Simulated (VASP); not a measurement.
# Si2Mo (MoSi2 type) (I4/mmm) in VASP: single point with PBE

Aim: the single point of Si2Mo (MoSi2 type) with PBE.

Program: VASP 6.6.1. These are calculated values, not measurements. Logs are shortened: lines on timing, memory, paths and dates and some standing lists are left out, and cuts for length are marked.

## 1. The cell of the first run

It takes space group I4/mmm (No. 139, tetragonal). The conventional cell has a = 2.701 Å, b = 2.701 Å, c = 6.923 Å, α = 90.00°, β = 90.00°, γ = 90.00°. Mo (site symmetry 4/mmm) has 10 Si at 2.24 to 2.28 Å and 4 Mo at 2.70 Å within 3.0 Å. Si (site symmetry 4mm) has 9 Si at 2.21 to 2.70 Å and 5 Mo at 2.24 to 2.28 Å within 2.9 Å.

## 2. Single point, PBE, collinear spin

Input file INCAR:

```
SYSTEM = Si2Mo
PREC = Accurate ; ENCUT = 520
EDIFF = 1E-6 ; ISMEAR = -1
SIGMA = 0.1 ; LREAL = .False.
LASPH = .True. ; NELM = 150
ALGO = Normal ; ISIF = 2
LWAVE = .False. ; LCHARG = .True.
ISPIN = 2 ; MAGMOM = 2 2 1
LORBIT = 11 ; LMAXMIX = 4
GGA = PE ; LELF = .True.
LVHAR = .True. ; NBANDS = 22
```

Input file KPOINTS:

```
regular mesh
0
Gamma
  14 14 14
  0 0 0
```

Input file POSCAR:

```
Si2Mo
1.0
   -1.3505726360      1.3505726360      3.4613330050
    1.3505726360     -1.3505726360      3.4613330050
    1.3505726360      1.3505726360     -3.4613330050
Mo Si
1 2
Direct
    0.0000000000      0.0000000000      0.0000000000
    0.3299169406      0.3299169406      0.0000000000
   -0.3299169406     -0.3299169406      0.0000000000
```

Potentials or basis: VASP PAW PBE potentials, release 64 (Mo_sv, Si).

Started as:

```
> cat potpaw_PBE.64/Mo_sv/POTCAR potpaw_PBE.64/Si/POTCAR > POTCAR
> mpirun -np 1 vasp_std > vasp.out
```

OUTCAR:

```text
SYSTEM = Si2Mo
   PREC = Accurate
   ENCUT = 520
   EDIFF = 1E-6
   ISMEAR = -1
   LREAL = .False.
   LASPH = .True.
   NELM = 150
   ISIF = 2
   ISPIN = 2
   LORBIT = 11
   GGA = PE

 ion  position               nearest neighbor table
   1  0.000  0.000  0.000-   3 2.24   2 2.24   3 2.24   2 2.24   3 2.24   2 2.24   2 2.24   3 2.24
                             2 2.28   3 2.28
   2  0.330  0.330  0.000-   3 2.21   3 2.21   3 2.21   3 2.21   1 2.24   1 2.24   1 2.24   1 2.24
                             1 2.28   3 2.35
   3  0.670  0.670  0.000-   2 2.21   2 2.21   2 2.21   2 2.21   1 2.24   1 2.24   1 2.24   1 2.24
                             1 2.28   2 2.35

  LATTYP: Found a body centered tetragonal cell.
 ALAT       =     2.7011452720
 C/A-ratio  =     2.5628632720

  Lattice vectors:

 A1 = (  -1.3505726360,   1.3505726360,   3.4613330050)
 A2 = (   1.3505726360,  -1.3505726360,   3.4613330050)
 A3 = (   1.3505726360,   1.3505726360,  -3.4613330050)

Analysis of symmetry for initial positions (statically):
=====================================================================
 Subroutine PRICEL returns:
 Original cell was already a primitive cell.

 Routine SETGRP: Setting up the symmetry group for a
 body centered tetragonal supercell.

 Subroutine GETGRP returns: Found 16 space group operations
 (whereof 16 operations were pure point group operations)
 out of a pool of 16 trial point group operations.

The static configuration has the point symmetry D_4h.

Analysis of symmetry for dynamics (positions and initial velocities):
=====================================================================
 Subroutine PRICEL returns:
 Original cell was already a primitive cell.

 Routine SETGRP: Setting up the symmetry group for a
 body centered tetragonal supercell.

 Subroutine GETGRP returns: Found 16 space group operations
 (whereof 16 operations were pure point group operations)
 out of a pool of 16 trial point group operations.

The dynamic configuration has the point symmetry D_4h.

Analysis of structural, dynamic, and magnetic symmetry:
=====================================================================
 Subroutine PRICEL returns:
 Original cell was already a primitive cell.

 Routine SETGRP: Setting up the symmetry group for a
 body centered tetragonal supercell.

 Subroutine GETGRP returns: Found  8 space group operations
 (whereof  8 operations were pure point group operations)
 out of a pool of 16 trial point group operations.

The overall configuration has the point symmetry C_4v.

 Subroutine INISYM returns: Found  8 space group operations
 (whereof  8 operations are pure point group operations),
 and found     1 'primitive' translations

----------------------------------------------------------------------------------------

                                     Primitive cell

  volume of cell :      25.2545

  direct lattice vectors                    reciprocal lattice vectors
    -1.350572636  1.350572636  3.461333005     0.000000000  0.370213335  0.144453018
     1.350572636 -1.350572636  3.461333005     0.370213335  0.000000000  0.144453018
     1.350572636  1.350572636 -3.461333005     0.370213335  0.370213335  0.000000000

  length of vectors
     3.953342771  3.953342771  3.953342771     0.397397267  0.397397267  0.523560720

  position of ions in fractional coordinates (direct lattice)
     0.000000000  0.000000000  0.000000000
     0.329916941  0.329916941  0.000000000
     0.670083059  0.670083059  0.000000000

  ion indices of the primitive-cell ions
   primitive index   ion index
                 1           1
                 2           2
                 3           3

----------------------------------------------------------------------------------------

 KPOINTS: regular mesh

Automatic generation of k-mesh.
 Grid dimensions read from file:
 generate k-points for:   14   14   14

 Generating k-lattice:

  Cartesian coordinates                     Fractional coordinates (reciprocal lattice)
     0.000000000  0.026443810  0.010318073     0.071428571  0.000000000 -0.000000000
     0.026443810  0.000000000  0.010318073     0.000000000  0.071428571 -0.000000000
     0.026443810  0.026443810  0.000000000     0.000000000  0.000000000  0.071428571

  Length of vectors
     0.028385519  0.028385519  0.037397194

  Shift w.r.t. Gamma in fractional coordinates (k-lattice)
     0.000000000  0.000000000  0.000000000

 Subroutine IBZKPT returns following result:
 ===========================================

 Found    244 irreducible k-points:

 Following reciprocal coordinates:
            Coordinates               Weight
  0.000000  0.000000  0.000000      1.000000
  0.071429  0.000000 -0.000000      8.000000
  0.142857  0.000000 -0.000000      8.000000
  0.214286  0.000000 -0.000000      8.000000
  0.285714  0.000000 -0.000000      8.000000
  0.357143  0.000000  0.000000      8.000000
[... 16 lines left out ...]
  0.214286  0.142857 -0.000000     16.000000
  0.285714  0.142857 -0.000000     16.000000
 [... further k-points ...]
   k-points           NKPTS =    244   k-points in BZ     NKDIM =    244   number of bands    NBANDS=     22
   number of dos      NEDOS =    301   number of ions     NIONS =      3
   total plane-waves  NPLWV =  27000
   dimension x,y,z NGX =    30 NGY =   30 NGZ =   30
   dimension x,y,z NGXF=    60 NGYF=   60 NGZF=   60
   ions per type =               1   2
   NGX,Y,Z   is equivalent  to a cutoff of  12.62, 12.62, 12.62 a.u.
   NGXF,Y,Z  is equivalent  to a cutoff of  25.23, 25.23, 25.23 a.u.
 SYSTEM =  Si2Mo
   PREC   = accura    normal or accurate (medium, high low for compatibility)
   ISTART =      0    job   : 0-new  1-cont  2-samecut
   ICHARG =      2    charge: 1-file 2-atom 10-const
   ISPIN  =      2    spin polarized calculation?
   LNONCOLLINEAR =      F non collinear calculations
   LSORBIT =      F    spin-orbit coupling
   LASPH  =      T    aspherical Exc in radial PAW
   ENCUT  =  520.0 eV  38.22 Ry    6.18 a.u.   7.35  7.35  7.35*2*pi/ulx,y,z
   NELM   =    150;   NELMIN=  2; NELMDL= -5     # of ELM steps
   EDIFF  = 0.1E-05   stopping-criterion for ELM
   LREAL  =      F    real-space projection
   EDIFFG = 0.1E-04   stopping-criterion for IOM
   NSW    =      0    number of steps for IOM
   IBRION =     -1    ionic relax: 0-MD 1-quasi-New 2-CG
   NFREE  =      0    steps in history (QN), initial steepest desc. (CG)
   ISIF   =      2    stress and relaxation
   ISYM   =      2    0-nonsym 1-usesym 2-fastsym
   POTIM  = 0.5000    time-step for ionic-motion
   TEBEG  =    0.0;   TEEND  =   0.0 temperature during run
   PSTRESS=    0.0 pullay stress
   NELECT =      22.0000    total number of electrons
   NUPDOWN=      -1.0000    fix difference up-down
   EMIN   =  10.00;   EMAX   =-10.00  energy-range for DOS
   EFERMI =   0.00;   METHOD = LEGACY
   ISMEAR =    -1;   SIGMA  =   0.10  broadening in eV -4-tet -1-fermi 0-gaus
   EFERMI_NEDOS =   21; number of points for ismear=-14 and -15
   IALGO  =     38    algorithm
   IMIX   =      4    mixing-type and parameters
     AMIX     =   0.40;   BMIX     =  1.00
     AMIX_MAG =   1.60;   BMIX_MAG =  1.00
  volume/ion in A,a.u.               =       8.42        56.81
  Fermi-wavevector in a.u.,A,eV,Ry     =   1.563517  2.954619 33.260608  2.444586
  Thomas-Fermi vector in A             =   2.666277
   LORBIT       =     11    0 simple, 1 ext, 2 COOP (PROOUT), +10 PAW based schemes
   GGA     = PE    functional components
   LHFCALC =     F    Hartree Fock is set to
   AEXX    =    0.0000 exact exchange contribution
   IVDW    =     0    specifies the selected vdW correction
   LEPSILON=     F    determine dielectric tensor
   LRPA    =     F    only Hartree local field effects (RPA)
 spin polarized calculation
  energy-cutoff  :      520.00
  volume of cell :       25.25
 maximum number of plane-waves:       696
 NGX is ok and might be reduce to    30
   NGX = 15   NGY = 15   NGZ = 15

 number of electron      21.9999999 magnetization       0.0033951

 number of electron      21.9999999 magnetization      -0.0004711

 Free energy of the ion-electron system (eV)
  ---------------------------------------------------
  ext. energy  EPLUGINS =         0.00000000
  ---------------------------------------------------
  free energy    TOTEN  =       -14.63651002 eV

  energy without entropy =      -14.62791213  energy(sigma->0) =      -14.63221107

 E-fermi :  20.6034     XC(G=0): -14.8059

 val. band max:       20.5874076331   @ k =  -0.4286   0.4286   0.2857
 cond. band min:      20.6800485564   @ k =  -0.3571   0.5000   0.2857
 fundamental gap:      0.0926409234
 Fermi energy:        20.6034308825

 spin component 1

 k-point     1 :       0.0000    0.0000    0.0000
  band No.  band energies     occupation
      1     -39.7931      1.00000
      2     -14.5445      1.00000
      3     -13.6994      1.00000
      4     -13.6994      1.00000
      5       3.2406      1.00000
      6      10.9998      1.00000
[... 14 lines left out ...]
     21      38.6144      0.00000
     22      40.2247      0.00000

 k-point     2 :       0.0714    0.0000   -0.0000
  band No.  band energies     occupation
      1     -39.7847      1.00000
      2     -14.5384      1.00000
      3     -13.7791      1.00000
      4     -13.6921      1.00000
      5       3.3867      1.00000
      6      11.1147      1.00000
[... 14 lines left out ...]
     21      38.4200      0.00000
     22      40.0646      0.00000
[... 523 lines left out ...]
     21      35.8983      0.00000
     22      39.0790      0.00000

 k-point    24 :       0.2857    0.1429   -0.0000
  band No.  band energies     occupation
      1     -39.6569      1.00000
      2     -14.5939      1.00000
      3     -14.4467      1.00000
      4     -13.8874      1.00000
      5       5.9611      1.00000
      6      11.3892      1.00000
[... 14 lines left out ...]
     21      36.1817      0.00000
     22      37.6909      0.00000

 [... further k-points ...]

 spin component 2

 k-point     1 :       0.0000    0.0000    0.0000
  band No.  band energies     occupation
      1     -39.7931      1.00000
      2     -14.5446      1.00000
      3     -13.6995      1.00000
      4     -13.6995      1.00000
      5       3.2403      1.00000
      6      10.9996      1.00000
[... 14 lines left out ...]
     21      38.6144      0.00000
     22      40.2244      0.00000

 k-point     2 :       0.0714    0.0000   -0.0000
  band No.  band energies     occupation
      1     -39.7847      1.00000
      2     -14.5385      1.00000
      3     -13.7793      1.00000
      4     -13.6922      1.00000
      5       3.3865      1.00000
      6      11.1145      1.00000
[... 14 lines left out ...]
     21      38.4199      0.00000
     22      40.0643      0.00000
[... 523 lines left out ...]
     21      35.8983      0.00000
     22      39.0789      0.00000

 k-point    24 :       0.2857    0.1429   -0.0000
  band No.  band energies     occupation
      1     -39.6570      1.00000
      2     -14.5940      1.00000
      3     -14.4468      1.00000
      4     -13.8876      1.00000
      5       5.9609      1.00000
      6      11.3890      1.00000
[... 14 lines left out ...]
     21      36.1816      0.00000
     22      37.6908      0.00000

 [... further k-points ...]

------------------------ aborting loop because EDIFF is reached ----------------------------------------

  FORCE on cell =-STRESS in cart. coord.  units (eV):
  Direction    XX          YY          ZZ          XY          YZ          ZX
  --------------------------------------------------------------------------------------
  -------------------------------------------------------------------------------------
  Total       42.2635607     42.2635607     42.3040944      0.0000000     -0.0000000      0.0000000
  in kB     2681.2505485   2681.2505485   2683.8220560      0.0000000     -0.0000000      0.0000000
  external PRESSURE =    2682.1077177 kB  Pullay stress =       0.0000000 kB

 VOLUME and BASIS-vectors are now :
 -----------------------------------------------------------------------------
  energy-cutoff  :      520.00
  volume of cell :       25.25
      direct lattice vectors                 reciprocal lattice vectors
    -1.350572636  1.350572636  3.461333005     0.000000000  0.370213335  0.144453018
     1.350572636 -1.350572636  3.461333005     0.370213335  0.000000000  0.144453018
     1.350572636  1.350572636 -3.461333005     0.370213335  0.370213335  0.000000000

 POSITION                                       TOTAL-FORCE (eV/Angst)
 -----------------------------------------------------------------------------------
      0.00000      0.00000      0.00000        -0.000000     -0.000000      0.000172
      0.00000      0.00000      2.28390        -0.000000     -0.000000     -0.038922
      0.00000      0.00000      4.63876         0.000000      0.000000      0.038751
 -----------------------------------------------------------------------------------
    total drift:                                0.000000      0.000000     -0.000139

  FREE ENERGIE OF THE ION-ELECTRON SYSTEM (eV)
  ---------------------------------------------------
  free  energy   TOTEN  =       -14.6365100186 eV

  energy  without entropy=      -14.6279121293  energy(sigma->0) =      -14.63221107

 total charge

# of ion       s       p       d       tot
------------------------------------------
    1        2.479   6.495   5.412  14.387
    2        0.809   1.293   0.000   2.101
    3        0.809   1.293   0.000   2.101
--------------------------------------------------
tot          4.097   9.081   5.412  18.590

 magnetization (x)

# of ion       s       p       d       tot
------------------------------------------
    1       -0.000  -0.000  -0.000  -0.000
    2       -0.000  -0.000   0.000  -0.000
    3        0.000   0.000   0.000   0.000
--------------------------------------------------
tot         -0.000  -0.000  -0.000  -0.000
```

Run time: 7.4 min. Hardware: 1 thread of Intel Xeon 8259CL, shared host; peak memory 0.34 GiB.

What came out:

```
Free energy                                           : -14.6365 eV
Pressure                                              : 268.2 GPa
Largest force                                         : 0.039 eV/Å
Band gap on the k mesh                                : zero (filled and empty bands overlap)
Net moment                                            : 0.00 μB per cell
Valence electrons inside the program's atomic spheres : Mo 14.39; Si 2.10
```

Forces on the atoms (eV/Å):
```
Mo   0.000  0.000  0.000
Si   0.000  0.000 -0.039
Si   0.000  0.000  0.039
```

Caveat: the cell stands under pressure.
